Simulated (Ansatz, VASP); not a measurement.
Two plane-wave programs on Ni

Contents of POSCAR:

```
Ni
1.0
    0.0000000000      1.7392116818      1.7392116818
    1.7392116818      0.0000000000      1.7392116818
    1.7392116818      1.7392116818      0.0000000000
Ni
1
Direct
    0.0000000000      0.0000000000      0.0000000000
```

The input INCAR.step1:

```
PREC     = Accurate       # precision mode
ENCUT    = 520            # plane-wave cutoff, eV
ISMEAR   = 0              # smearing method
SIGMA    = 0.05           # smearing width, eV
LREAL    = False          # projectors in reciprocal space
LASPH    = True           # aspherical terms in the spheres
NELM     = 150            # most SCF steps
ISPIN    = 2              # spin polarisation
MAGMOM   = 0.9            # initial moments
LMAXMIX  = 4              # l up to which the mixer works
NBANDS   = 15             # bands
GGA      = PE             # functional
ALGO     = Normal         # electronic algorithm
EDIFF    = 1E-4           # SCF threshold, eV
LWAVE    = True           # write WAVECAR
LCHARG   = False          # write CHGCAR
```

The input INCAR.step2:

```
PREC     = Accurate       # precision mode
ENCUT    = 520            # plane-wave cutoff, eV
EDIFF    = 1E-6           # SCF threshold, eV
ISMEAR   = 0              # smearing method
SIGMA    = 0.05           # smearing width, eV
LREAL    = False          # projectors in reciprocal space
LASPH    = True           # aspherical terms in the spheres
NELM     = 150            # most SCF steps
ALGO     = Normal         # electronic algorithm
ISIF     = 2              # what is computed and relaxed
LWAVE    = False          # write WAVECAR
LCHARG   = False          # write CHGCAR
ISPIN    = 2              # spin polarisation
MAGMOM   = 0.9            # initial moments
LORBIT   = 11             # projections on sites
LMAXMIX  = 4              # l up to which the mixer works
METAGGA  = R2SCAN         # meta-GGA
LMIXTAU  = True         
NBANDS   = 15             # bands
ISTART   = 1
```

File KPOINTS:

```
Automatic mesh
0
Gamma
  22 22 22
```

Input for Ansatz:

```yaml
crystal:
  lattice:
    - [0.0, 1.7392116818, 1.7392116818]
    - [1.7392116818, 0.0, 1.7392116818]
    - [1.7392116818, 1.7392116818, 0.0]
  atoms:
    - { symbol: Ni, position: [0.0, 0.0, 0.0], spin: 0.9 }
basis:
  ecutwfc: 500
  ecutrho_ratio: 4
kpoints:
  mp_grid: { grid: [22, 22, 22] }
  band_path:
    path:
      - [[0.0, 0.0, 0.0], [0.5, 0.0, 0.5], [0.625, 0.25, 0.625]]
      - [[0.375, 0.375, 0.75], [0.0, 0.0, 0.0], [0.5, 0.5, 0.5], [0.5, 0.25, 0.75], [0.5, 0.0, 0.5]]
    npoints: 14
hamiltonian:
  xc: r2scan
scf:
  occupations: { method: gaussian, width: 0.05 }
  n_extra_bands: 11
output:
  forces: true
  stress: true
  eigenvalues: true
  populations: true
  dos: { projected: true, de: 0.02, nscf_kmesh: { grid: [33, 33, 33] } }
  bader: true
magnetization:
  spin_polarized: true
checkpoint:
  read: start.run
  write: ck
  compress: false
  write_wavefunctions: false
  write_every: 100000
```

Alike in both runs: task single point; functional r2SCAN; k mesh 22 × 22 × 22; occupations gaussian, width 0.05 eV; collinear spin.

|  | VASP | Ansatz |
| --- | --- | --- |
| version | VASP 6.6.1 | Ansatz 0.2.0 |
| potentials or method | VASP PAW PBE potentials, release 64 (Ni), cutoff 520 eV | scalar-relativistic, plane waves, PAW |
| valence electrons in the cell | 10 | 18 |

|  | VASP | Ansatz | Ansatz less VASP |
| --- | --- | --- | --- |
| gap on the k mesh at the Fermi level (eV) | none | none | - |
| pressure (GPa) | 0.4 | 0.0 | -0.37 |
| net moment per atom (μB) | 0.73 | 0.75 | +0.023 |
| size of the moment on the site where the two differ most (μB) | 0.75 | 0.82 | +0.071 |

VASP's potentials were made for PBE, not for r2SCAN. Site moments also hang on the region over which each program counts them. A gap of «none» marks a metal or a gap that the smearing closes. With one functional, cell and mesh, what is left measures potentials, basis and numerics. VASP's potentials hold 10 valence electrons a cell and Ansatz's 18, so a difference there can come from the potentials and not from the codes. Ansatz's warnings: stability check not made.
